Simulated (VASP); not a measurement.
La3Hf:

```
CELL_PARAMETERS angstrom
5.04513 0.00000 0.00000
0.00000 5.04513 0.00000
0.00000 0.00000 5.04513
ATOMIC_POSITIONS crystal
La 0.00000 0.50000 0.50000
La 0.50000 0.00000 0.50000
La 0.50000 0.50000 0.00000
Hf 0.00000 0.00000 0.00000
```

Base run:

| Property | Result |
| --- | --- |
| Program | VASP 6.6.1 |
| Functional | PBE |
| Dispersion | D4 |
| Potentials or basis | VASP PAW PBE potentials, release 64 (La, Hf_pv) |
| Cutoff | 520 eV |
| k mesh | 5 × 5 × 5 |
| Occupations | fermi-dirac, width 0.05 eV |
| Spin | no spin polarisation |

Its results: pressure -1.4 GPa.

After a change of settings the same cell gave: pressure 1.3 GPa. Which change was it?
A. k mesh from 5 × 5 × 5 to 3 × 3 × 3
B. k mesh from 5 × 5 × 5 to 2 × 2 × 2; further incar settings from ALGO = Normal; EDIFF = 1e-07; NBANDS = 30 to ALGO = Normal; EDIFF = 1e-06; NBANDS = 30
C. k mesh from 5 × 5 × 5 to 6 × 6 × 6
D. k mesh from 5 × 5 × 5 to 4 × 4 × 4

B.

Caveats: some runs use coarse meshes; pairwise dispersion overbinds metals, which lowers pressure and volume.
